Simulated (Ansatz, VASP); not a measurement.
## C in VASP and in Ansatz

POSCAR

```
C
1.0
   -2.4291088834      2.4291088834      2.3562356169
    2.4291088834     -2.4291088834      2.3562356169
    2.4291088834      2.4291088834     -2.3562356169
C
8
Direct
    0.3254551632      0.0000000000      0.0000000000
    0.6745448368      0.6745448368      0.6745448368
    0.0000000000      0.3254551632      0.0000000000
    0.0000000000      0.0000000000      0.3254551632
    0.0000000000      0.6745448368      0.0000000000
    0.3254551632      0.3254551632      0.3254551632
    0.6745448368      0.0000000000      0.0000000000
    0.0000000000      0.0000000000      0.6745448368
```

The input INCAR.step1:

```
  ALGO = Normal
  EDIFF = 1E-4
  ENCUT = 520
  GGA = PE
  ISMEAR = 0
  LASPH = T
  LCHARG = F
  LREAL = F
  LWAVE = T
  NBANDS = 26
  NELM = 80
  PREC = Accurate
  SIGMA = 0.05
```

The input INCAR.step2:

```
  ALGO = Normal
  EDIFF = 1E-6
  ENCUT = 520
  ISIF = 2
  ISMEAR = 0
  ISTART = 1
  LASPH = T
  LCHARG = F
  LMIXTAU = T
  LREAL = F
  LWAVE = F
  METAGGA = R2SCAN
  NBANDS = 26
  NELM = 80
  PREC = Accurate
  SIGMA = 0.05
```

File KPOINTS:

```
k-points
0
Gamma
  8 8 8
```

Input for Ansatz:

```yaml
crystal:
  lattice:
    - [-2.4291088834, 2.4291088834, 2.3562356169]
    - [2.4291088834, -2.4291088834, 2.3562356169]
    - [2.4291088834, 2.4291088834, -2.3562356169]
  atoms:
    - { symbol: C, position: [0.3254551632, 0.0, 0.0] }
    - { symbol: C, position: [0.6745448368, 0.6745448368, 0.6745448368] }
    - { symbol: C, position: [0.0, 0.3254551632, 0.0] }
    - { symbol: C, position: [0.0, 0.0, 0.3254551632] }
    - { symbol: C, position: [0.0, 0.6745448368, 0.0] }
    - { symbol: C, position: [0.3254551632, 0.3254551632, 0.3254551632] }
    - { symbol: C, position: [0.6745448368, 0.0, 0.0] }
    - { symbol: C, position: [0.0, 0.0, 0.6745448368] }
basis:
  ecutwfc: 500
kpoints:
  mp_grid: { grid: [8, 8, 8] }
hamiltonian:
  xc: r2scan
scf:
  occupations: { method: gaussian, width: 0.05 }
output:
  forces: true
  stress: true
  eigenvalues: true
```

Change from the starting cell: strain +0.000 along x and y, -0.030 along z, atoms carried along.

Alike in both runs: task single point; functional r2SCAN; k mesh 8 × 8 × 8; occupations gaussian, width 0.05 eV; no spin polarisation.

|  | VASP | Ansatz |
| --- | --- | --- |
| version | VASP 6.6.1 | Ansatz 0.2.0 |
| potentials or method | VASP PAW PBE potentials, release 64 (C), cutoff 520 eV | scalar-relativistic, plane waves, PAW |
| valence electrons in the cell | 32 | 32 |

|  | VASP | Ansatz | Ansatz less VASP |
| --- | --- | --- | --- |
| gap on the k mesh at the Fermi level (eV) | 2.89 | 2.90 | +0.016 |
| least direct gap on the mesh (eV) | 3.84 | 3.88 | +0.040 |
| pressure (GPa) | 11.9 | 10.9 | -0.95 |
| traceless stress, the component that is largest in VASP (GPa) | 13.16 | 12.99 | -0.168 |
| rms of the force components (eV/Å) | 0.437 | 0.420 | -0.0169 |

VASP's potentials were made for PBE, not for r2SCAN. Atom by atom the forces differ by 0.032 eV/Å (rms over components). The functional is the same, so the differences come from potentials, cutoffs and numerics.
